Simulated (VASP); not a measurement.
# AlAs (F-43m) in VASP: notebook

The runs below take AlAs through single point, relaxation of cell and atoms, with PBE+D3(BJ).

Everything below comes from runs of VASP 6.6.1. Logs are shortened: lines on timing, memory, paths and dates and some standing lists are left out, and cuts for length are marked.

### Step 1. The cell of the first run

The structure is cubic, space group F-43m (No. 216). The conventional cell has a = 5.676 Å, b = 5.676 Å, c = 5.676 Å, α = 90.00°, β = 90.00°, γ = 90.00°. Al (site symmetry -43m) has 4 As at 2.46 Å within 3.2 Å. Within 3.2 Å of As (site symmetry -43m) lie 4 Al at 2.46 Å.

### Step 2. Single point, PBE+D3(BJ)

File INCAR:

```
SYSTEM = AlAs
  PREC = Accurate
  ENCUT = 500
  EDIFF = 1E-6
  ISMEAR = 0
  SIGMA = 0.1
  LREAL = .False.
  LASPH = .True.
  NELM = 120
  ALGO = Normal
  ISIF = 2
  LWAVE = .False.
  LCHARG = .True.
  GGA = PE
  IVDW = 12
  LELF = .True.
  LVHAR = .True.
  NBANDS = 11
  GGA_COMPAT = .False.
```

File KPOINTS:

```
regular mesh
0
Gamma
  6 6 6
  0 0 0
```

File POSCAR:

```
AlAs
1.0
    0.0000000000      2.8379008800      2.8379008800
    2.8379008800      0.0000000000      2.8379008800
    2.8379008800      2.8379008800      0.0000000000
Al As
1 1
Direct
    0.0000000000      0.0000000000      0.0000000000
    0.7500000000      0.7500000000      0.7500000000
```

Potentials or basis: VASP PAW PBE potentials, release 64 (Al, As).

Command:

```console
$ cat potpaw_PBE.64/Al/POTCAR potpaw_PBE.64/As/POTCAR > POTCAR
$ mpirun -np 1 vasp_std > vasp.out
```

OUTCAR:

```text
SYSTEM = AlAs
   PREC = Accurate
   ENCUT = 500
   EDIFF = 1E-6
   ISMEAR = 0
   LREAL = .False.
   LASPH = .True.
   NELM = 120
   ISIF = 2
   GGA = PE
   IVDW = 12
 IVDW          = 12

 ion  position               nearest neighbor table
   1  0.000  0.000  0.000-   2 2.46   2 2.46   2 2.46   2 2.46
   2  0.750  0.750  0.750-   1 2.46   1 2.46   1 2.46   1 2.46

  LATTYP: Found a face centered cubic cell.
 ALAT       =     5.6758017600

  Lattice vectors:

 A1 = (   0.0000000000,   2.8379008800,   2.8379008800)
 A2 = (   2.8379008800,   0.0000000000,   2.8379008800)
 A3 = (   2.8379008800,   2.8379008800,   0.0000000000)

Analysis of symmetry for initial positions (statically):
=====================================================================
 Subroutine PRICEL returns:
 Original cell was already a primitive cell.

 Routine SETGRP: Setting up the symmetry group for a
 face centered cubic supercell.

 Subroutine GETGRP returns: Found 24 space group operations
 (whereof 24 operations were pure point group operations)
 out of a pool of 48 trial point group operations.

The static configuration has the point symmetry T_d .

Analysis of symmetry for dynamics (positions and initial velocities):
=====================================================================
 Subroutine PRICEL returns:
 Original cell was already a primitive cell.

 Routine SETGRP: Setting up the symmetry group for a
 face centered cubic supercell.

 Subroutine GETGRP returns: Found 24 space group operations
 (whereof 24 operations were pure point group operations)
 out of a pool of 48 trial point group operations.

The dynamic configuration has the point symmetry T_d .

 Subroutine INISYM returns: Found 24 space group operations
 (whereof 24 operations are pure point group operations),
 and found     1 'primitive' translations

----------------------------------------------------------------------------------------

                                     Primitive cell

  volume of cell :      45.7111

  direct lattice vectors                    reciprocal lattice vectors
     0.000000000  2.837900880  2.837900880    -0.176186562  0.176186562  0.176186562
     2.837900880  0.000000000  2.837900880     0.176186562 -0.176186562  0.176186562
     2.837900880  2.837900880  0.000000000     0.176186562  0.176186562 -0.176186562

  length of vectors
     4.013397913  4.013397913  4.013397913     0.305164077  0.305164077  0.305164077

  position of ions in fractional coordinates (direct lattice)
     0.000000000  0.000000000  0.000000000
     0.750000000  0.750000000  0.750000000

  ion indices of the primitive-cell ions
   primitive index   ion index
                 1           1
                 2           2

----------------------------------------------------------------------------------------

 KPOINTS: regular mesh

Automatic generation of k-mesh.
 Grid dimensions read from file:
 generate k-points for:    6    6    6

 Generating k-lattice:

  Cartesian coordinates                     Fractional coordinates (reciprocal lattice)
    -0.029364427  0.029364427  0.029364427     0.166666667  0.000000000  0.000000000
     0.029364427 -0.029364427  0.029364427     0.000000000  0.166666667  0.000000000
     0.029364427  0.029364427 -0.029364427     0.000000000  0.000000000  0.166666667

  Length of vectors
     0.050860680  0.050860680  0.050860680

  Shift w.r.t. Gamma in fractional coordinates (k-lattice)
     0.000000000  0.000000000  0.000000000

 Subroutine IBZKPT returns following result:
 ===========================================

 Found     16 irreducible k-points:

 Following reciprocal coordinates:
            Coordinates               Weight
  0.000000  0.000000  0.000000      1.000000
  0.166667  0.000000  0.000000      8.000000
  0.333333  0.000000  0.000000      8.000000
  0.500000  0.000000  0.000000      4.000000
  0.166667  0.166667  0.000000      6.000000
  0.333333  0.166667  0.000000     24.000000
[... 8 lines left out ...]
 -0.333333  0.333333  0.166667     24.000000
 -0.333333  0.500000  0.166667     12.000000
   k-points           NKPTS =     16   k-points in BZ     NKDIM =     16   number of bands    NBANDS=     11
   number of dos      NEDOS =    301   number of ions     NIONS =      2
   total plane-waves  NPLWV =  27000
   dimension x,y,z NGX =    30 NGY =   30 NGZ =   30
   dimension x,y,z NGXF=    60 NGYF=   60 NGZF=   60
   ions per type =               1   1
   NGX,Y,Z   is equivalent  to a cutoff of  12.43, 12.43, 12.43 a.u.
   NGXF,Y,Z  is equivalent  to a cutoff of  24.85, 24.85, 24.85 a.u.
 SYSTEM =  AlAs
   PREC   = accura    normal or accurate (medium, high low for compatibility)
   ISTART =      0    job   : 0-new  1-cont  2-samecut
   ICHARG =      2    charge: 1-file 2-atom 10-const
   ISPIN  =      1    spin polarized calculation?
   LNONCOLLINEAR =      F non collinear calculations
   LSORBIT =      F    spin-orbit coupling
   LASPH  =      T    aspherical Exc in radial PAW
   ENCUT  =  500.0 eV  36.75 Ry    6.06 a.u.   7.32  7.32  7.32*2*pi/ulx,y,z
   NELM   =    120;   NELMIN=  2; NELMDL= -5     # of ELM steps
   EDIFF  = 0.1E-05   stopping-criterion for ELM
   LREAL  =      F    real-space projection
[... 7 lines left out ...]
   TEBEG  =    0.0;   TEEND  =   0.0 temperature during run
   PSTRESS=    0.0 pullay stress
   NELECT =       8.0000    total number of electrons
   NUPDOWN=      -1.0000    fix difference up-down
   EMIN   =  10.00;   EMAX   =-10.00  energy-range for DOS
   EFERMI =   0.00;   METHOD = LEGACY
   ISMEAR =     0;   SIGMA  =   0.10  broadening in eV -4-tet -1-fermi 0-gaus
   EFERMI_NEDOS =   21; number of points for ismear=-14 and -15
   IALGO  =     38    algorithm
   IMIX   =      4    mixing-type and parameters
     AMIX     =   0.40;   BMIX     =  1.00
     AMIX_MAG =   1.60;   BMIX_MAG =  1.00
  volume/ion in A,a.u.               =      22.86       154.24
  Fermi-wavevector in a.u.,A,eV,Ry     =   0.915723  1.730466 11.409154  0.838549
  Thomas-Fermi vector in A             =   2.040497
   LORBIT       =      0    0 simple, 1 ext, 2 COOP (PROOUT), +10 PAW based schemes
   GGA     = PE    functional components
   LHFCALC =     F    Hartree Fock is set to
   AEXX    =    0.0000 exact exchange contribution
   IVDW    =    12    specifies the selected vdW correction
   LEPSILON=     F    determine dielectric tensor
   LRPA    =     F    only Hartree local field effects (RPA)
 non-spin polarized calculation
 Gauss-broadening in eV      SIGMA  =   0.10
  energy-cutoff  :      500.00
  volume of cell :       45.71
 maximum number of plane-waves:      1211
 NGX is ok and might be reduce to    30
   NGX = 15   NGY = 15   NGZ = 15

 number of electron       8.0000000 magnetization

 Free energy of the ion-electron system (eV)
  ---------------------------------------------------
  ext. energy  EPLUGINS =         0.00000000
  ---------------------------------------------------
  free energy    TOTEN  =        -9.36848926 eV

  energy without entropy =       -9.36848926  energy(sigma->0) =       -9.36848926

 E-fermi :   4.2890     XC(G=0):  -9.0081

 val. band max:        3.8273936582   @ k =   0.0000   0.0000   0.0000
 cond. band min:       5.2725709091   @ k =   0.5000   0.5000   0.0000
 fundamental gap:      1.4451772508
 Fermi energy:         4.2889893373

 k-point     1 :       0.0000    0.0000    0.0000
  band No.  band energies     occupation
      1      -7.9931      2.00000
      2       3.8274      2.00000
      3       3.8274      2.00000
      4       3.8274      2.00000
      5       5.8244      0.00000
      6       8.0973      0.00000
      7       8.0973      0.00000
      8       8.0973      0.00000
      9      12.6531      0.00000
     10      12.8199      0.00000
     11      12.8199      0.00000

 k-point     2 :       0.1667    0.0000    0.0000
  band No.  band energies     occupation
      1      -7.7274      2.00000
      2       1.7356      2.00000
      3       3.5660      2.00000
      4       3.5660      2.00000
      5       6.6119      0.00000
      6       8.5312      0.00000
      7       8.5312      0.00000
      8       8.9861      0.00000
      9      12.0449      0.00000
     10      12.0449      0.00000
     11      13.5339      0.00000

 k-point     3 :       0.3333    0.0000    0.0000
  band No.  band energies     occupation
      1      -7.0559      2.00000
      2      -0.6430      2.00000
      3       3.1678      2.00000
      4       3.1678      2.00000
      5       6.1642      0.00000
      6       8.6752      0.00000
      7       8.6752      0.00000
      8      11.2908      0.00000
      9      12.8464      0.00000
     10      12.8464      0.00000
     11      13.1565      0.00000

 k-point     4 :       0.5000    0.0000    0.0000
  band No.  band energies     occupation
      1      -6.5894      2.00000
      2      -1.7118      2.00000
      3       3.0070      2.00000
      4       3.0070      2.00000
      5       5.9387      0.00000
      6       8.4980      0.00000
      7       8.4980      0.00000
      8      11.5609      0.00000
      9      14.9571      0.00000
     10      15.3487      0.00000
     11      15.3487      0.00000

 k-point     5 :       0.1667    0.1667    0.0000
  band No.  band energies     occupation
      1      -7.6376      2.00000
      2       1.8216      2.00000
      3       3.0500      2.00000
      4       3.0500      2.00000
      5       7.1010      0.00000
      6       7.7157      0.00000
      7       9.4177      0.00000
      8       9.4177      0.00000
      9      10.7448      0.00000
     10      13.3047      0.00000
     11      14.4380      0.00000
[... 99 lines left out ...]
 k-point    13 :       0.5000    0.5000    0.0000
  band No.  band energies     occupation
      1      -6.0455      2.00000
      2      -1.5798      2.00000
      3       1.6697      2.00000
      4       1.6697      2.00000
      5       5.2726      0.00000
      6       6.1166      0.00000
      7      14.0991      0.00000
      8      14.0991      0.00000
      9      15.5164      0.00000
     10      16.3381      0.00000
     11      16.3381      0.00000

 k-point    14 :       0.5000    0.3333    0.1667
  band No.  band energies     occupation
      1      -6.5362      2.00000
      2      -0.7949      2.00000
      3       1.1283      2.00000
      4       2.1928      2.00000
      5       7.4881      0.00000
      6       8.3470      0.00000
      7       8.9660      0.00000
      8      11.7095      0.00000
      9      13.0515      0.00000
     10      14.4831      0.00000
     11      16.7842      0.00000

 k-point    15 :      -0.3333    0.3333    0.1667
  band No.  band energies     occupation
      1      -6.1809      2.00000
      2      -1.2746      2.00000
      3       0.6798      2.00000
      4       1.8170      2.00000
      5       7.7509      0.00000
      6       8.3932      0.00000
      7      10.5003      0.00000
      8      11.2091      0.00000
      9      12.1376      0.00000
     10      15.2646      0.00000
     11      16.5402      0.00000

 k-point    16 :      -0.3333    0.5000    0.1667
  band No.  band energies     occupation
      1      -6.0221      2.00000
      2      -1.3465      2.00000
      3       0.9165      2.00000
      4       1.1609      2.00000
      5       6.9965      0.00000
      6       7.9240      0.00000
      7      10.9170      0.00000
      8      11.6133      0.00000
      9      14.3649      0.00000
     10      16.0608      0.00000
     11      16.3414      0.00000

------------------------ aborting loop because EDIFF is reached ----------------------------------------

 Edisp (eV)   -0.62890

 E8    (eV) :    -0.2748

  FORCE on cell =-STRESS in cart. coord.  units (eV):
  Direction    XX          YY          ZZ          XY          YZ          ZX
  --------------------------------------------------------------------------------------
  -------------------------------------------------------------------------------------
  Total      -0.06524    -0.06524    -0.06524    -0.00000     0.00000     0.00000
  in kB      -2.28650    -2.28650    -2.28650    -0.00000     0.00000     0.00000
  external pressure =       -2.29 kB  Pullay stress =        0.00 kB

 VOLUME and BASIS-vectors are now :
 -----------------------------------------------------------------------------
  energy-cutoff  :      500.00
  volume of cell :       45.71
      direct lattice vectors                 reciprocal lattice vectors
     0.000000000  2.837900880  2.837900880    -0.176186562  0.176186562  0.176186562
     2.837900880  0.000000000  2.837900880     0.176186562 -0.176186562  0.176186562
     2.837900880  2.837900880  0.000000000     0.176186562  0.176186562 -0.176186562

 POSITION                                       TOTAL-FORCE (eV/Angst)
 -----------------------------------------------------------------------------------
      0.00000      0.00000      0.00000         0.000000      0.000000      0.000000
      4.25685      4.25685      4.25685        -0.000000     -0.000000     -0.000000
 -----------------------------------------------------------------------------------
    total drift:                                0.000000      0.000000      0.000000

  FREE ENERGIE OF THE ION-ELECTRON SYSTEM (eV)
  ---------------------------------------------------
  free  energy   TOTEN  =        -9.9973865979 eV

  energy  without entropy=       -9.9973865979  energy(sigma->0) =       -9.99738660
```

It took 5.1 s on 1 thread of Intel Xeon 6975P-C (Granite Rapids), shared host; peak memory 0.17 GiB.

What came out:

- Free energy: -9.9974 eV
- Pressure: -0.2 GPa
- Band gap on the k mesh: 1.45 eV, indirect (least direct gap 2.00 eV)
- Dispersion energy per atom: -0.314 eV

### Step 3. Single point, PBE+D3(BJ)

This run uses another cell than the first one, of 22.72 Å³/atom, 0.994 times its volume.

File INCAR:

```
  PREC = Accurate
  ENCUT = 500
  EDIFF = 1E-6
  ISMEAR = 0
  SIGMA = 0.02
  LREAL = False
  LASPH = True
  NELM = 120
  ALGO = Normal
  ISIF = 2
  LWAVE = False
  LCHARG = True
  GGA = PE
  IVDW = 12
  LELF = True
  LVHAR = True
  NBANDS = 11
  GGA_COMPAT = False
```

File KPOINTS:

```
Automatic mesh
0
Gamma
  8 8 8
```

File POSCAR:

```
AlAs
1.0
    0.0000000000      2.8323459203      2.8323459203
    2.8323459203      0.0000000000      2.8323459203
    2.8323459203      2.8323459203      0.0000000000
Al As
1 1
Direct
    0.0000000000      0.0000000000      0.0000000000
    0.7500000000      0.7500000000      0.7500000000
```

Potentials or basis: VASP PAW PBE potentials, release 64 (Al, As).

Command:

```console
$ cat potpaw_PBE.64/Al/POTCAR potpaw_PBE.64/As/POTCAR > POTCAR
$ mpirun -np 1 vasp_std > vasp.out
```

It took 7.6 s on 1 thread of Intel Xeon 6975P-C (Granite Rapids), shared host; peak memory 0.18 GiB.

The run converged. Its results:

| Item | Value |
| --- | --- |
| Free energy | -10.0079 eV |
| Pressure | 0.2 GPa |
| Band gap on the k mesh | 1.44 eV, indirect (least direct gap 2.04 eV) |
| Dispersion energy per atom | -0.316 eV |

Levels at points of the mesh, in eV from the valence-band top:
```
           k point  band 1  band 2  band 3  band 4  band 5  band 6  band 7  band 8  band 9
(0.00, 0.00, 0.00)  -11.85    0.00    0.00    0.00    2.04    4.28    4.28    4.28    8.86
(0.50, 0.00, 0.00)  -10.44   -5.56   -0.82   -0.82    2.14    4.68    4.68    7.75   11.18
(0.50, 0.50, 0.00)   -9.89   -5.42   -2.17   -2.17    1.44    2.29   10.32   10.32   11.75
```

A k mesh can miss the band edges. PBE gaps usually lie below the measured ones, often by a third to a half.

[end of part 1 of 2]
